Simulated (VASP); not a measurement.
Input of a VASP 6.6.1 run:

The input INCAR:

```
PREC = Accurate
ENCUT = 520
EDIFF = 1E-6
ISMEAR = 0
SIGMA = 0.1
LREAL = False
LASPH = True
NELM = 80
ALGO = Normal
ISIF = 2
LWAVE = False
LCHARG = False
GGA = PE
NBANDS = 16
```

File KPOINTS:

```
regular mesh
0
Gamma
  4 4 4
```

POSCAR

```
TlH4
1.0
    4.0138441200      0.0000000000      0.0000000000
    0.0000000000      4.0138441200      0.0000000000
    0.0000000000      0.0000000000      4.0138441200
Tl H
1 4
Direct
    0.5000000000      0.5000000000      0.5000000000
    0.0000000000      0.0000000000      0.0000000000
    0.5000000000      0.5000000000      0.0000000000
    0.5000000000      0.0000000000      0.5000000000
    0.0000000000      0.5000000000      0.5000000000
```

Potentials or basis: VASP PAW PBE potentials, release 64 (Tl_d, H).

The run is started by

```console
$ cat potpaw_PBE.64/Tl_d/POTCAR potpaw_PBE.64/H/POTCAR > POTCAR
$ mpirun -np 1 vasp_std > vasp.out
```

Q: Estimate the pressure.

A: -4.6 GPa.

Q: Estimate the band gap on the k mesh.

A: Zero (an odd number of electrons rules out a gap without spin polarisation).

Caveat: the k points lie up to 0.39 Å⁻¹ apart, too coarse for converged energies and pressures of a metal; spin-orbit coupling is left out, which moves the levels of the heavy elements.
